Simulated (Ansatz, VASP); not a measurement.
# One calculation of Pb8CS8O, two programs

The input INCAR:

```
SYSTEM = Pb8CS8O
ALGO     = Normal         ! electronic algorithm
DIPOL    = 0.5 0.5 0.275
EDIFF    = 1E-6           ! SCF threshold, eV
ENCUT    = 520            ! plane-wave cutoff, eV
GGA      = PE             ! functional
IDIPOL   = 3            
ISIF     = 2              ! what is computed and relaxed
ISMEAR   = 0              ! smearing method
LASPH    = .True.         ! aspherical terms in the spheres
LCHARG   = .True.         ! write CHGCAR
LDIPOL   = .True.       
LELF     = .True.         ! ELF
LREAL    = Auto         
LVACPOTAV= .True.       
LVHAR    = .True.       
LWAVE    = .False.        ! write WAVECAR
NBANDS   = 100            ! bands
NELM     = 80             ! most SCF steps
PREC     = Accurate       ! precision mode
SIGMA    = 0.05           ! smearing width, eV
```

Contents of KPOINTS:

```
k-points
0
Gamma
  3 3 1
  0 0 0
```

Contents of POSCAR:

```
Pb8CS8O
1.0
    8.4980431765      0.0000000000      0.0000000000
    0.0000000000      8.4980431765      0.0000000000
    0.0000000000      0.0000000000     20.7166259994
Pb S C O
8 8 1 1
Direct
    0.2500000000      0.2500000000      0.1930816341
    0.2500000000      0.7500000000      0.1930816341
    0.7500000000      0.2500000000      0.1930816341
    0.7500000000      0.7500000000      0.1930816341
    0.0000000000      0.0000000000      0.3242142808
    0.0000000000      0.5000000000      0.3242142808
    0.5000000000      0.0000000000      0.3242142808
    0.5000000000      0.5000000000      0.3242142808
    0.0000000000      0.0000000000      0.1930816341
    0.0000000000      0.5000000000      0.1930816341
    0.5000000000      0.0000000000      0.1930816341
    0.5000000000      0.5000000000      0.1930816341
    0.2500000000      0.2500000000      0.3230985962
    0.2500000000      0.7500000000      0.3230985962
    0.7500000000      0.2500000000      0.3230985962
    0.7500000000      0.7500000000      0.3230985962
    0.6829257350      0.0000000000      0.4091701998
    0.8170742650      0.0000000000      0.4091701998
```

Input for Ansatz:

```yaml
crystal:
  lattice:
    - [8.4980431765, 0.0, 0.0]
    - [0.0, 8.4980431765, 0.0]
    - [0.0, 0.0, 20.7166259994]
  atoms:
    - { symbol: Pb, position: [0.25, 0.25, 0.1930816341] }
    - { symbol: Pb, position: [0.25, 0.75, 0.1930816341] }
    - { symbol: Pb, position: [0.75, 0.25, 0.1930816341] }
    - { symbol: Pb, position: [0.75, 0.75, 0.1930816341] }
    - { symbol: S, position: [0.0, 0.0, 0.1930816341] }
    - { symbol: S, position: [0.0, 0.5, 0.1930816341] }
    - { symbol: S, position: [0.5, 0.0, 0.1930816341] }
    - { symbol: S, position: [0.5, 0.5, 0.1930816341] }
    - { symbol: Pb, position: [0.0, 0.0, 0.3242142808] }
    - { symbol: Pb, position: [0.0, 0.5, 0.3242142808] }
    - { symbol: Pb, position: [0.5, 0.0, 0.3242142808] }
    - { symbol: Pb, position: [0.5, 0.5, 0.3242142808] }
    - { symbol: S, position: [0.25, 0.25, 0.3230985962] }
    - { symbol: S, position: [0.25, 0.75, 0.3230985962] }
    - { symbol: S, position: [0.75, 0.25, 0.3230985962] }
    - { symbol: S, position: [0.75, 0.75, 0.3230985962] }
    - { symbol: C, position: [0.682925735, 0.0, 0.4091701998] }
    - { symbol: O, position: [0.817074265, 0.0, 0.4091701998] }
basis:
  ecutwfc: 420
kpoints:
  mp_grid: { grid: [3, 3, 1] }
hamiltonian:
  xc: pbe
scf:
  occupations: { method: gaussian, width: 0.05 }
output:
  forces: true
  eigenvalues: true
efield:
  axis: 3
  dipole_correction: true
  ramp_width: 0.04
```

Alike in both runs: task single point; functional PBE; k mesh 3 × 3 × 1; occupations gaussian, width 0.05 eV; no spin polarisation.

```csv
,VASP,Ansatz
version,VASP 6.6.1,Ansatz 0.2.0
potentials or method,"VASP PAW PBE potentials, release 64 (Pb_d, S, C, O), cutoff 520 eV","scalar-relativistic, plane waves, PAW"
valence electrons in the cell,170,170
```

```csv
,VASP,Ansatz,Ansatz less VASP
gap on the k mesh at the Fermi level (eV),1.45,1.45,0.000
least direct gap on the mesh (eV),1.45,1.45,0.000
rms of the force components (eV/Å),0.685,0.642,-0.0426
```

Spin-orbit coupling is off throughout. Noted on VASP's run: the standard files for N, O and F lose accuracy on very short bonds.
